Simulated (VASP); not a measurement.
Ba, 1 atom in the cell. Symmetry: Pm-3m, No. 221, cubic system. The conventional cell has a = 3.651 Å, b = 3.651 Å, c = 3.651 Å, α = 90.00°, β = 90.00°, γ = 90.00°. Ba (site symmetry m-3m) has 6 Ba at 3.65 Å within 4.8 Å. This isn't the form of Ba at room conditions, which is bcc.

| Quantity | Value |
| --- | --- |
| Program | VASP 6.6.1 |
| Task | single point |
| Functional | LDA |
| Potentials or basis | VASP PAW LDA potentials, release 64 (Ba_sv) |
| Cutoff | 520 eV |
| k mesh | 10 × 10 × 10 |
| Occupations | fermi-dirac, width 0.1 eV |
| Spin | no spin polarisation |
| Dipole correction | no |
| Further INCAR settings | ALGO = Normal; EDIFF = 1e-06; NBANDS = 11 |

Potentials or basis: VASP PAW LDA potentials, release 64 (Ba_sv).

Command:

```sh
$ cat potpaw_LDA.64/Ba_sv/POTCAR > POTCAR
$ mpirun -np 1 vasp_std > vasp.out
```

Hardware: 1 thread of Intel Xeon 8259CL (shared host).

Question: Estimate the wall time of this run.

Answer: Wall time 30 s on 1 thread of Intel Xeon 8259CL, with other jobs on the host, peak memory 0.16 GiB. Counts: scf iterations 9, k points 56.
